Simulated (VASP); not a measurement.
Input of a VASP 6.6.1 run:

The input INCAR:

```
PREC = Accurate
ENCUT = 520
EDIFF = 1E-6
ISMEAR = -1
SIGMA = 0.08
LREAL = F
LASPH = T
NELM = 80
ALGO = Normal
ISIF = 2
LWAVE = F
LCHARG = F
GGA = PE
NBANDS = 18
```

Contents of KPOINTS:

```
regular mesh
0
Gamma
  9 9 7
```

Contents of POSCAR:

```
Si2Mo
1.0
    4.1055846228      0.0000000000      0.0000000000
   -2.0527923114      3.5555405807      0.0000000000
    0.0000000000      0.0000000000      2.5290144119
Mo Si
1 2
Direct
    0.0000000000      0.0000000000      0.0000000000
    0.3333333333      0.6666666667      0.5000000000
    0.6666666667      0.3333333333      0.5000000000
```

Potentials or basis: VASP PAW PBE potentials, release 64 (Mo_sv, Si).

Command:

```sh
$ cat potpaw_PBE.64/Mo_sv/POTCAR potpaw_PBE.64/Si/POTCAR > POTCAR
$ mpirun -np 1 vasp_std > vasp.out
```

(1) Estimate the band gap on the k mesh.

(2) Estimate the pressure.

Answers

(1) zero (bands 11 and 12 overlap by 2.08 eV).

(2) 29.4 GPa.

Caveat: the cell stands under pressure.
